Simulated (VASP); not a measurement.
Here is a VASP 6.6.1 calculation.

INCAR

```
SYSTEM = LiBe
PREC     = Accurate       ! precision mode
ENCUT    = 600            ! plane-wave cutoff, eV
EDIFF    = 1E-7           ! SCF threshold, eV
ISMEAR   = 0              ! smearing method
SIGMA    = 0.1            ! smearing width, eV
LREAL    = .FALSE.        ! projectors in reciprocal space
LASPH    = .TRUE.         ! aspherical terms in the spheres
NELM     = 60             ! most SCF steps
ALGO     = Normal         ! electronic algorithm
ISIF     = 3              ! what is computed and relaxed
LWAVE    = .FALSE.        ! write WAVECAR
LCHARG   = .FALSE.        ! write CHGCAR
GGA      = PE             ! functional
IBRION   = 2              ! ionic algorithm
NSW      = 90             ! ionic steps
EDIFFG   = -0.04          ! ionic threshold
```

File KPOINTS:

```
regular mesh
0
G
  6 6 6
  0 0 0
```

File POSCAR:

```
LiBe
1.0
    0.0000000000      2.2851105300      2.2851105300
    2.2851105300      0.0000000000      2.2851105300
    2.2851105300      2.2851105300      0.0000000000
Li Be
1 1
Direct
    0.7500000000      0.7500000000      0.7500000000
    0.0000000000      0.0000000000      0.0000000000
```

Potentials or basis: VASP PAW PBE potentials, release 64 (Li_sv, Be).

Launch:

```console
$ cat potpaw_PBE.64/Li_sv/POTCAR potpaw_PBE.64/Be/POTCAR > POTCAR
$ mpirun -np 1 vasp_std > vasp.out
```

Predict the relaxed volume.

19.67 Å³/atom.

What does it give for the band gap on the k mesh?

Zero (an odd number of electrons rules out a gap without spin polarisation).

Estimate the space group after relaxing (to 0.1 Å).

F-43m (No. 216).

What does it give for the relaxed cell?

a = 3.817 Å, b = 3.817 Å, c = 3.817 Å, α = 60.00°, β = 60.00°, γ = 60.00°.

The path:
```
step  energy change (eV)  largest force (eV/Å)  pressure (GPa)  volume (Å³)
   1              0.0000                0.0000           21.27        23.86
   2             -0.5315                0.0000            9.06        29.76
   3             -0.7593                0.0000            1.24        37.55
   4             -0.7666                0.0000            0.10        39.33
```

Caveat: the k points lie up to 0.34 Å⁻¹ apart in the final cell, too coarse for converged energies and pressures of a metal; the cutoff is under 1.25 times the usual one of these potentials, so pressure, stress and relaxed cells hold a basis-set (Pulay) error; the volume moved by over 15 % at a fixed basis, so the end points are rough.
